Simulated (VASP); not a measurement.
A run of VASP 6.6.1 is set up as follows.

Contents of INCAR:

```
SYSTEM = SnN2F2
  ALGO = Normal
  EDIFF = 1E-6
  ENCUT = 600
  GGA = PE
  GGA_COMPAT = .FALSE.
  ISIF = 2
  ISMEAR = 0
  LASPH = .TRUE.
  LCHARG = .FALSE.
  LREAL = .FALSE.
  LWAVE = .FALSE.
  NBANDS = 27
  NELM = 120
  PREC = Accurate
  SIGMA = 0.01
```

The input KPOINTS:

```
k-points
0
G
  6 6 8
  0 0 0
```

POSCAR

```
SnN2F2
1.0
    4.3970390000     -2.6470130000      0.0000000000
    4.3970390000      2.6470130000      0.0000000000
   -1.2529480000      0.0000000000      3.5211200000
Sn F N
1 2 2
Direct
    0.0000000000      0.0000000000      0.0000000000
    0.1723560000      0.1723560000      0.6365290000
    0.8276440000      0.8276440000      0.3634710000
    0.4619940000      0.4619940000      0.0939310000
    0.5380060000      0.5380060000      0.9060690000
```

Potentials or basis: VASP PAW PBE potentials, release 64 (Sn_d, F, N).

Run with:

```console
$ cat potpaw_PBE.64/Sn_d/POTCAR potpaw_PBE.64/F/POTCAR potpaw_PBE.64/N/POTCAR > POTCAR
$ mpirun -np 1 vasp_std > vasp.out
```

Task: Predict the largest force.

Result: 0.232 eV/Å.

Task: What does it give for the band gap on the k mesh?

Result: 0.96 eV.

Forces on the atoms (eV/Å):
```
Sn   0.000  0.000  0.000
F   -0.154  0.000 -0.059
F    0.154  0.000  0.059
N    0.221  0.000 -0.072
N   -0.221  0.000  0.072
```

Caveat: the standard files for N, O and F lose accuracy on very short bonds; spin-orbit coupling is left out, which moves the levels of the heavy elements. A k mesh can miss the band edges.
